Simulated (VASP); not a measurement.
# H (P4/mmm) in VASP: relaxation of cell and atoms with PBEsol

Aim: the relaxation of cell and atoms of H with PBEsol.

Program: VASP 6.6.1. These are calculated values, not measurements. Logs are shortened: lines on timing, memory, paths and dates and some standing lists are left out, and cuts for length are marked.

## 1. The cell of the first run

Symmetry: P4/mmm, No. 123, tetragonal system. The conventional cell has a = 2.650 Å, b = 2.650 Å, c = 0.980 Å, α = 90.00°, β = 90.00°, γ = 90.00°. H (site symmetry 4/mmm) has 2 H at 0.98 Å within 1.3 Å.

## 2. Relaxation of cell and atoms, PBEsol

Contents of INCAR:

```
SYSTEM = H
  ALGO = Normal
  EDIFF = 1E-7
  EDIFFG = -0.01
  ENCUT = 1230
  GGA = PS
  GGA_COMPAT = .False.
  IBRION = 2
  ISIF = 3
  ISMEAR = -1
  LASPH = .True.
  LCHARG = .False.
  LREAL = .False.
  LWAVE = .False.
  NELM = 120
  NELMIN = 4
  NSW = 60
  PREC = Accurate
  SIGMA = 0.05
```

Contents of KPOINTS:

```
k-points
0
Gamma
  10 10 26
  0 0 0
```

Contents of POSCAR:

```
H
1.0
    2.6496387389      0.0000000000      0.0000000000
    0.0000000000      2.6496387389      0.0000000000
    0.0000000000      0.0000000000      0.9804929200
H
1
Direct
    0.0000000000      0.0000000000      0.5000000000
```

Potentials or basis: VASP PAW PBE potentials, release 64 (H_h).

Launch:

```
$ cat potpaw_PBE.64/H_h/POTCAR > POTCAR
$ mpirun -np 1 vasp_std > vasp.out
```

OUTCAR:

```text
SYSTEM = H
   EDIFF = 1E-7
   EDIFFG = -0.01
   ENCUT = 1230
   GGA = PS
   IBRION = 2
   ISIF = 3
   ISMEAR = -1
   LASPH = .True.
   LREAL = .False.
   NELM = 120
   NELMIN = 4
   NSW = 60
   PREC = Accurate

 ion  position               nearest neighbor table
   1  0.000  0.000  0.500-

  LATTYP: Found a simple tetragonal cell.
 ALAT       =     2.6496387389
 C/A-ratio  =     0.3700477750

  Lattice vectors:

 A1 = (   2.6496387389,   0.0000000000,   0.0000000000)
 A2 = (   0.0000000000,   2.6496387389,   0.0000000000)
 A3 = (   0.0000000000,   0.0000000000,   0.9804929200)

Analysis of symmetry for initial positions (statically):
=====================================================================
 Subroutine PRICEL returns:
 Original cell was already a primitive cell.

 Routine SETGRP: Setting up the symmetry group for a
 simple tetragonal supercell.

 Subroutine GETGRP returns: Found 16 space group operations
 (whereof 16 operations were pure point group operations)
 out of a pool of 16 trial point group operations.

The static configuration has the point symmetry D_4h.

Analysis of symmetry for dynamics (positions and initial velocities):
=====================================================================
 Subroutine PRICEL returns:
 Original cell was already a primitive cell.

 Routine SETGRP: Setting up the symmetry group for a
 simple tetragonal supercell.

 Subroutine GETGRP returns: Found 16 space group operations
 (whereof 16 operations were pure point group operations)
 out of a pool of 16 trial point group operations.

The dynamic configuration has the point symmetry D_4h.

 Subroutine INISYM returns: Found 16 space group operations
 (whereof 16 operations are pure point group operations),
 and found     1 'primitive' translations

----------------------------------------------------------------------------------------

                                     Primitive cell

  volume of cell :       6.8836

  direct lattice vectors                    reciprocal lattice vectors
     2.649638739  0.000000000  0.000000000     0.377409941  0.000000000  0.000000000
[... 101 lines left out ...]
   IALGO  =     38    algorithm
   IMIX   =      4    mixing-type and parameters
     AMIX     =   0.40;   BMIX     =  1.00
     AMIX_MAG =   1.60;   BMIX_MAG =  1.00
  volume/ion in A,a.u.               =       6.88        46.45
  Fermi-wavevector in a.u.,A,eV,Ry     =   0.860602  1.626302 10.076956  0.740635
  Thomas-Fermi vector in A             =   1.978131
   LORBIT       =      0    0 simple, 1 ext, 2 COOP (PROOUT), +10 PAW based schemes
   GGA     = PS    functional components
   LHFCALC =     F    Hartree Fock is set to
   AEXX    =    0.0000 exact exchange contribution
   IVDW    =     0    specifies the selected vdW correction
   LEPSILON=     F    determine dielectric tensor
   LRPA    =     F    only Hartree local field effects (RPA)
 conjugate gradient relaxation of ions
 non-spin polarized calculation
  energy-cutoff  :     1230.00
  volume of cell :        6.88
 maximum number of plane-waves:       702
   NGX = 15   NGY = 15   NGZ =  5

--------------------------------------- Ionic step        1  -------------------------------------------

 number of electron       1.0000000 magnetization

 Free energy of the ion-electron system (eV)
  ---------------------------------------------------
  ext. energy  EPLUGINS =         0.00000000
  ---------------------------------------------------
  free energy    TOTEN  =        -2.89719968 eV

  energy without entropy =       -2.89716109  energy(sigma->0) =       -2.89718039

------------------------ aborting loop because EDIFF is reached ----------------------------------------

  FORCE on cell =-STRESS in cart. coord.  units (eV):
  Direction    XX          YY          ZZ          XY          YZ          ZX
  --------------------------------------------------------------------------------------
  -------------------------------------------------------------------------------------
  Total        0.0700544      0.0700544      0.0920752      0.0000000      0.0000000      0.0000000
  in kB       16.3052735     16.3052735     21.4306507      0.0000000      0.0000000      0.0000000
  external PRESSURE =      18.0137326 kB  Pullay stress =       0.0000000 kB
[... 86 lines left out ...]
  FREE ENERGIE OF THE ION-ELECTRON SYSTEM (eV)
  ---------------------------------------------------
  free  energy   TOTEN  =        -2.8985881722 eV

  energy  without entropy=       -2.8985521520  energy(sigma->0) =       -2.89857016

[... ionic steps 4 to 8 ...]

--------------------------------------- Ionic step        9  -------------------------------------------

 number of electron       1.0000000 magnetization

------------------------ aborting loop because EDIFF is reached ----------------------------------------
[... 65 lines left out ...]
--------------------------------------- Ionic step       11  -------------------------------------------

 number of electron       1.0000000 magnetization

 Free energy of the ion-electron system (eV)
  ---------------------------------------------------
  ext. energy  EPLUGINS =         0.00000000
  ---------------------------------------------------
  free energy    TOTEN  =        -2.90650792 eV

  energy without entropy =       -2.90650792  energy(sigma->0) =       -2.90650792

 E-fermi :  -2.1601     XC(G=0):  -5.7103

 val. band max:       -3.0562076467   @ k =   0.5000   0.5000   0.2308
 cond. band min:      -1.2787416447   @ k =   0.0000   0.0000   0.2692
 fundamental gap:      1.7774660020
 Fermi energy:        -2.1600858984

 k-point     1 :       0.0000    0.0000    0.0000
  band No.  band energies     occupation
      1     -12.2769      2.00000
      2       4.6471      0.00000
      3       9.3858      0.00000
      4       9.3858      0.00000
[... 155 lines left out ...]
 k-point    24 :       0.2000    0.0000    0.0385
  band No.  band energies     occupation
      1     -11.8487      2.00000
      2       3.1450      0.00000
      3       9.1084      0.00000
      4      10.0983      0.00000

 [... further k-points ...]

------------------------ aborting loop because EDIFF is reached ----------------------------------------

  FORCE on cell =-STRESS in cart. coord.  units (eV):
  Direction    XX          YY          ZZ          XY          YZ          ZX
  --------------------------------------------------------------------------------------
  -------------------------------------------------------------------------------------
  Total       -0.0009114     -0.0009114     -0.0013094      0.0000000      0.0000000      0.0000000
  in kB       -0.1523250     -0.1523250     -0.2188534      0.0000000      0.0000000      0.0000000
  external PRESSURE =      -0.1745012 kB  Pullay stress =       0.0000000 kB
[... 16 lines left out ...]
  FREE ENERGIE OF THE ION-ELECTRON SYSTEM (eV)
  ---------------------------------------------------
  free  energy   TOTEN  =        -2.9065079194 eV

  energy  without entropy=       -2.9065079192  energy(sigma->0) =       -2.90650792

 reached required accuracy - stopping structural energy minimisation
```

OSZICAR:

```text
N       E                     dE             d eps       ncg     rms          rms(c)
DAV:   1    -0.270232133019E+01   -0.27023E+01   -0.40437E+02  2360   0.215E+02
DAV:   2    -0.298410119744E+01   -0.28178E+00   -0.28133E+00  3092   0.146E+01
DAV:   3    -0.298466343548E+01   -0.56224E-03   -0.56224E-03  2776   0.671E-01
[... 84 lines left out ...]
  10 F= -.29048458E+01 E0= -.29048458E+01  d E =0.133023E-02
       N       E                     dE             d eps       ncg     rms          rms(c)
DAV:   1    -0.290652681017E+01   -0.16810E-02   -0.81833E-03  2424   0.908E-01    0.465E-02
DAV:   2    -0.290651501379E+01    0.11796E-04   -0.23488E-05  2444   0.425E-02    0.283E-02
DAV:   3    -0.290650787822E+01    0.71356E-05   -0.24844E-05  2480   0.281E-02    0.285E-03
DAV:   4    -0.290650791940E+01   -0.41171E-07   -0.10657E-07  2228   0.326E-03
  11 F= -.29065079E+01 E0= -.29065079E+01  d E =-.331858E-03
```

CONTCAR:

```text
H
   1.00000000000000
     3.1123632828738583    0.0000000000000000   -0.0000000000000000
    -0.0000000000000000    3.1123632828738583   -0.0000000000000000
     0.0000000000000000    0.0000000000000001    0.9896110833235487
  H
     1
Direct
     0.0000000000000000    0.0000000000000000    0.5000000000000000

  0.00000000E+00  0.00000000E+00  0.00000000E+00
```

Wall time 41 s (1 thread of Intel Xeon 6975P-C (Granite Rapids), shared host); peak memory 0.14 GiB.

What came out:

```yaml
Free_energy: -2.9065 eV
Relaxed_volume: 9.59 Å³/atom
Relaxed_cell: a = 3.112 Å, b = 3.112 Å, c = 0.990 Å, α = 90.00°, β = 90.00°, γ = 90.00°
Space_group_after_relaxing_to_0.1_Å: P4/mmm (No. 123)
Energy_gained_by_relaxing: 9.3 meV/atom
Ionic_steps: 11
Pressure_after_relaxing: 0.0 GPa
Band_gap_on_the_k_mesh: zero (an odd number of electrons rules out a gap without spin polarisation)
```

Step by step:
```csv
step,energy change (eV),largest force (eV/Å),pressure (GPa),volume (Å³)
1,0.0000,0.0000,1.80,6.88
2,-0.0007,0.0000,1.29,6.96
3,-0.0014,0.0000,0.10,7.16
4,-0.0019,0.0000,0.07,7.22
5,-0.0034,0.0000,-0.03,7.41
6,-0.0056,0.0000,-0.20,7.79
7,-0.0082,0.0000,-0.40,8.60
8,-0.0086,0.0000,-0.58,10.32
9,-0.0090,0.0000,-0.53,9.67
10,-0.0076,0.0000,1.22,9.40
11,-0.0093,0.0000,-0.02,9.59
```

Final structure:
```
H
1.0
     3.11236    0.00000    0.00000
     0.00000    3.11236    0.00000
     0.00000    0.00000    0.98961
H
1
Direct
  0.00000 0.00000 0.50000
```

Levels at points of the mesh, in eV from the Fermi level:
```tsv
k point	band 1	band 2	band 3
(0.00, 0.00, 0.00)	-10.12	6.81	11.55
(0.50, 0.00, 0.00)	-9.48	2.68	11.86
(0.50, 0.50, 0.00)	-8.96	5.24	5.24
(0.00, 0.00, 0.50)	24.13	31.73	43.84
(0.50, 0.00, 0.50)	24.46	32.90	40.96
(0.50, 0.50, 0.50)	24.74	33.85	43.46
```

Caveat: the volume moved by over 15 % at a fixed basis, so the end points are rough; the PAW data sets were made with another functional, which shifts forces and pressure a little; an odd number of electrons without spin polarisation forces a metal; a magnetic or distorted state may lie lower.

The gap in the log of VASP goes by the Fermi energy; the results here count the filled bands.